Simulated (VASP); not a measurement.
A run of VASP 6.6.1 is set up as follows.

INCAR

```
SYSTEM = TePb2S
  PREC = Accurate
  ENCUT = 500
  EDIFF = 1E-6
  ISMEAR = 0
  SIGMA = 0.01
  LREAL = .False.
  LASPH = .True.
  NELM = 120
  ALGO = Normal
  ISIF = 2
  LWAVE = .False.
  LCHARG = .False.
  GGA = CA
  NBANDS = 28
  GGA_COMPAT = .False.
```

KPOINTS

```
regular mesh
0
Gamma
  4 4 4
  0 0 0
```

POSCAR

```
TePb2S
1.0
    4.4343618471      0.0000000000      0.0000000000
    0.0000000000      4.4343618471      0.0000000000
    0.0000000000      0.0000000000      6.2938916087
Te Pb S
1 2 1
Direct
    0.5000000000      0.5000000000      0.0000000000
    0.0000000000      0.0000000000      0.0000000000
    0.5000000000      0.5000000000      0.5000000000
    0.0000000000      0.0000000000      0.5000000000
```

Potentials or basis: VASP PAW LDA potentials, release 64 (Te, Pb_d, S).

The run is started by

```bash
$ cat potpaw_LDA.64/Te/POTCAR potpaw_LDA.64/Pb_d/POTCAR potpaw_LDA.64/S/POTCAR > POTCAR
$ mpirun -np 1 vasp_std > vasp.out
```

What does it give for the pressure?

-3.1 GPa.

Predict the band gap on the k mesh.

0.01 eV.

Stress tensor (GPa, compression positive):
```
-3.11  0.00  0.00
 0.00 -3.11  0.00
 0.00  0.00 -3.22
```

Caveat: the cell stands under tension; spin-orbit coupling is left out, which moves the levels of the heavy elements. A k mesh can miss the band edges.
